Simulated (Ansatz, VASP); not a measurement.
# One calculation of Mg2PbN2, two programs

The input INCAR:

```
SYSTEM = Mg2PbN2
PREC = Accurate
ENCUT = 520
EDIFF = 1E-7
ISMEAR = 0
SIGMA = 0.01
LREAL = .False.
LASPH = .True.
NELM = 80
ALGO = Normal
ISIF = 2
LWAVE = .False.
LCHARG = .True.
GGA = PE
LELF = .True.
LVHAR = .True.
NBANDS = 22
```

KPOINTS

```
regular mesh
0
Gamma
  5 5 2
  0 0 0
```

POSCAR

```
Mg2PbN2
1.0
    3.6268640000      0.0000000000      0.0000000000
   -1.8134320000      3.1409563601      0.0000000000
    0.0000000000      0.0000000000      6.5658920000
Mg Pb N
2 1 2
Direct
    0.6666666667      0.3333333333      0.1387760000
    0.3333333333      0.6666666667      0.8612240000
    0.0000000000      0.0000000000      0.5000000000
    0.6666666667      0.3333333333      0.7974550000
    0.3333333333      0.6666666667      0.2025450000
```

Input for Ansatz:

```yaml
crystal:
  lattice:
    a: 3.626864
    b: 3.626864
    c: 6.565892
    alpha: 90.0
    beta: 90.0
    gamma: 120.0
  space_group: 164
  atoms:
    - { symbol: Mg, position: [0.6666666666666666, 0.3333333333333333, 0.138776] }
    - { symbol: Pb, position: [0.0, 0.0, 0.5] }
    - { symbol: "N", position: [0.6666666666666666, 0.3333333333333333, 0.797455] }
basis:
  ecutwfc: 489.804952427784
kpoints:
  mp_grid:
    grid: [5, 5, 2]
hamiltonian:
  xc: pbe
scf:
  occupations:
    method: fixed
output:
  forces: true
  stress: true
```

Alike in both runs: task single point; functional PBE; k mesh 5 × 5 × 2; no spin polarisation.

```csv
,VASP,Ansatz
version,VASP 6.6.1,Ansatz 0.2.0
potentials or method,"VASP PAW PBE potentials, release 64 (Mg, Pb_d, N), cutoff 520 eV","plane waves, PAW"
occupations,"gaussian, width 0.01 eV",fixed
valence electrons in the cell,28,44
```

VASP gave:

- pressure (GPa): -0.4
- rms of the force components (eV/Å): 0.005

Question: Which values does Ansatz return?

Answer: Pressure (GPa): -0.2; rms of the force components (eV/Å): 0.001.

Atom by atom the forces differ by 0.006 eV/Å (rms over components). VASP's potentials hold 28 valence electrons a cell and Ansatz's 44, so a difference there can come from the potentials and not from the codes.

The k mesh is coarse, so the values compare programs but aren't converged. Spin-orbit coupling is off throughout.
